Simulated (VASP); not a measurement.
Set up this calculation in VASP 6.6.1, as the native input.

```yaml
Task: single point
Functional: PBE
Potentials_or_basis: VASP PAW PBE potentials, release 64 (Fe)
Cutoff: 520 eV
k_mesh: 20 × 20 × 10
Occupations: gaussian, width 0.1 eV
Spin: collinear spin, ferromagnetic start
Starting_moments: "[2.69, 2.69] μB"
Dipole_correction: no
Further_INCAR_settings: ALGO = Fast; EDIFF = 1e-07; NBANDS = 19
```

The structure of Fe lies in POSCAR:

```
Fe
1.0
    1.2006076836     -2.3330044369      0.0000000000
    1.2006076836      2.3330044369      0.0000000000
    0.0000000000      0.0000000000      4.2567131706
Fe
2
Direct
    0.8623788086      0.1376211914      0.2500000000
    0.1376211914      0.8623788086      0.7500000000
```

One way to write it, as run:

INCAR

```
PREC = Accurate
ENCUT = 520
EDIFF = 1E-7
ISMEAR = 0
SIGMA = 0.1
LREAL = F
LASPH = T
NELM = 150
ALGO = Fast
ISIF = 2
LWAVE = F
LCHARG = T
ISPIN = 2
MAGMOM = 2.69 2.69
LORBIT = 11
LMAXMIX = 4
GGA = PE
LELF = T
LVHAR = T
NBANDS = 19
```

KPOINTS

```
regular mesh
0
Gamma
  20 20 10
```

Potentials or basis: VASP PAW PBE potentials, release 64 (Fe).

The run is started by

```sh
$ cat potpaw_PBE.64/Fe/POTCAR > POTCAR
$ mpirun -np 1 vasp_std > vasp.out
```

It gave:

```yaml
Pressure: 0.0 GPa
Largest_force: 0.004 eV/Å
Net_moment: 5.01 μB per cell
Site_moments: Fe +2.50 μB
Valence_electrons_inside_the_program's_atomic_spheres: Fe 7.19
```

It took 4.2 min on 1 thread of AMD EPYC 9R45 96-Core Processor (Zen 5), on a shared host, peak memory 0.45 GiB.
